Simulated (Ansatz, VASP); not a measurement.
## FeGe in VASP and in Ansatz

```
CELL_PARAMETERS angstrom
4.66262 0.00000 0.00000
0.00000 4.66262 0.00000
0.00000 0.00000 4.66262
ATOMIC_POSITIONS crystal
Fe 0.13491 0.13491 0.13491
Fe 0.36509 0.86509 0.63491
Fe 0.63491 0.36509 0.86509
Fe 0.86509 0.63491 0.36509
Ge 0.84176 0.84176 0.84176
Ge 0.65824 0.15824 0.34176
Ge 0.34176 0.65824 0.15824
Ge 0.15824 0.34176 0.65824
```

Alike in both runs: task single point; functional PBE; k mesh 8 × 8 × 8; occupations gaussian, width 0.05 eV; no spin polarisation.

|  | VASP | Ansatz |
| --- | --- | --- |
| version | VASP 6.6.1 | Ansatz 0.2.0 |
| potentials or method | VASP PAW PBE potentials, release 64 (Fe, Ge_d), cutoff 520 eV | scalar-relativistic, plane waves, PAW |
| valence electrons in the cell | 88 | 120 |

VASP gave:

| Property | Result |
| --- | --- |
| gap on the k mesh at the Fermi level (eV) | 0.09 |
| least direct gap on the mesh (eV) | 0.11 |
| pressure (GPa) | -2.9 |
| rms of the force components (eV/Å) | 0.160 |

Question: Which values does Ansatz return?

Answer: gap on the k mesh at the Fermi level (eV): 0.09; least direct gap on the mesh (eV): 0.12; pressure (GPa): -3.0; rms of the force components (eV/Å): 0.165.

Atom by atom the forces differ by 0.011 eV/Å (rms over components). VASP's potentials hold 88 valence electrons a cell and Ansatz's 120, so a difference there can come from the potentials and not from the codes.
